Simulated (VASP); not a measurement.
A run of VASP 6.6.1:

Contents of INCAR:

```
ALGO = Normal
EDIFF = 1E-7
ENCUT = 520
GGA = RE
ISIF = 2
ISMEAR = -1
LASPH = T
LCHARG = F
LREAL = F
LWAVE = F
NBANDS = 8
NELM = 100
PREC = Accurate
SIGMA = 0.1
```

File KPOINTS:

```
k-points
0
Gamma
  13 13 13
```

Contents of POSCAR:

```
Li
1.0
    2.8830743716      0.0000000000      0.0000000000
    0.0000000000      2.8830743716      0.0000000000
    0.0000000000      0.0000000000      2.8830743716
Li
1
Direct
    0.0000000000      0.0000000000      0.0000000000
```

Potentials or basis: VASP PAW PBE potentials, release 64 (Li_sv).

The run is started by

```bash
$ cat potpaw_PBE.64/Li_sv/POTCAR > POTCAR
$ mpirun -np 1 vasp_std > vasp.out
```

Hardware: 1 thread of Intel(R) Xeon(R) 6975P-C (Granite Rapids), with other jobs on the host.

Q: How long does it take, and how much memory?

A: Run time: 3.5 s on 1 thread of Intel(R) Xeon(R) 6975P-C (Granite Rapids), on a shared host, peak memory 0.13 GiB. Counts: scf iterations 11, k points 84.
